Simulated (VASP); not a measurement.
A run of VASP 6.6.1:

INCAR

```
SYSTEM = La4HfO
PREC = Accurate
ENCUT = 520
EDIFF = 1E-6
ISMEAR = 0
SIGMA = 0.1
LREAL = .FALSE.
LASPH = .TRUE.
NELM = 80
ALGO = Normal
ISIF = 2
LWAVE = .FALSE.
LCHARG = .FALSE.
GGA = PE
NBANDS = 39
```

Contents of KPOINTS:

```
regular mesh
0
G
  4 4 4
  0 0 0
```

POSCAR

```
La4HfO
1.0
    0.0000000000      4.4800895463      4.4800895463
    4.4800895463      0.0000000000      4.4800895463
    4.4800895463      4.4800895463      0.0000000000
La Hf O
4 1 1
Direct
    0.8736137308      0.3754620897      0.3754620897
    0.3754620897      0.3754620897      0.3754620897
    0.3754620897      0.8736137308      0.3754620897
    0.3754620897      0.3754620897      0.8736137308
    0.7500000000      0.7500000000      0.7500000000
    0.0000000000      0.0000000000      0.0000000000
```

Potentials or basis: VASP PAW PBE potentials, release 64 (La, Hf_pv, O).

The run is started by

```console
$ cat potpaw_PBE.64/La/POTCAR potpaw_PBE.64/Hf_pv/POTCAR potpaw_PBE.64/O/POTCAR > POTCAR
$ mpirun -np 1 vasp_std > vasp.out
```

Hardware: 1 thread of AMD EPYC 7R13 Processor (Zen 3), with other jobs on the host.

**Question.** How long does it take, and how much memory?

**Answer.** It took 110 s on 1 thread of AMD EPYC 7R13 Processor (Zen 3), on a shared host, peak memory 0.33 GiB. Counts: scf iterations 17, k points 8.
